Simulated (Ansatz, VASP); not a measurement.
Given: the input of a run of Ansatz 0.2.0 on Co.

input.yaml

```yaml
crystal:
  lattice:
    - [2.4883712406, 0.0, 0.0]
    - [-1.2441856203, 2.1549927084, 0.0]
    - [0.0, 0.0, 4.0477749493]
  atoms:
    - { symbol: Co, position: [0.6666666667, 0.3333333333, 0.75], spin: 2.0 }
    - { symbol: Co, position: [0.3333333333, 0.6666666667, 0.25], spin: 2.0 }
hamiltonian:
  xc: blyp
  pseudopotentials: { kind: paw }
  dispersion: d4
magnetization:
  spin_polarized: true
kpoints:
  mp_grid: { grid: [12, 12, 7] }
scf:
  occupations: { method: fermi_dirac, width: 0.05 }
output:
  forces: true
  stress: true
  eigenvalues: true
```

Potentials or basis: Ansatz PAW.

The run is started by

```sh
$ ansatz run input.yaml --threads 2 --pin off --max-ram 5120MiB --backend cpu --events-out ev --progress --plain --runs-dir out
```

Q: Translate it to VASP 6.6.1. Potentials there: VASP PAW PBE potentials, release 64 (Co).

A: As run (the cutoff follows the program's own potentials):

INCAR

```
SYSTEM = Co
  PREC = Accurate
  ENCUT = 520
  EDIFF = 1E-6
  ISMEAR = -1
  SIGMA = 0.05
  LREAL = .False.
  LASPH = .True.
  NELM = 150
  ALGO = Normal
  ISIF = 2
  LWAVE = .False.
  LCHARG = .True.
  ISPIN = 2
  MAGMOM = 2 2
  LORBIT = 11
  LMAXMIX = 4
  GGA = B5
  ALDAX = 1.0
  AGGAX = 1.0
  AGGAC = 1.0
  ALDAC = 0.0
  IVDW = 13
  VDW_S6 = 1.0
  VDW_S8 = 2.34076671
  VDW_A1 = 0.44488865
  VDW_A2 = 4.0933009
  LELF = .True.
  LVHAR = .True.
  NBANDS = 20
```

KPOINTS

```
regular mesh
0
Gamma
  12 12 7
  0 0 0
```

POSCAR

```
Co
1.0
    2.4883712406      0.0000000000      0.0000000000
   -1.2441856203      2.1549927084      0.0000000000
    0.0000000000      0.0000000000      4.0477749493
Co
2
Direct
    0.6666666667      0.3333333333      0.7500000000
    0.3333333333      0.6666666667      0.2500000000
```

Potentials or basis: VASP PAW PBE potentials, release 64 (Co).

Launch:

```bash
$ cat potpaw_PBE.64/Co/POTCAR > POTCAR
$ mpirun -np 1 vasp_std > vasp.out
```

Both were run:

|  | VASP | Ansatz | Ansatz less VASP |
| --- | --- | --- | --- |
| gap on the k mesh at the Fermi level (eV) | none | none | - |
| pressure (GPa) | -3.2 | -2.7 | +0.47 |
| traceless stress, the component that is largest in VASP (GPa) | -1.89 | -1.88 | +0.005 |
| net moment per atom (μB) | 1.58 | 1.59 | +0.012 |
| size of the moment on the site where the two differ most (μB) | 1.59 | 1.66 | +0.062 |

VASP's potentials were made for PBE, not for BLYP. Site moments also hang on the region over which each program counts them. A gap of «none» marks a metal or a gap that the smearing closes. VASP's potentials hold 18 valence electrons a cell and Ansatz's 34, so a difference there can come from the potentials and not from the codes.
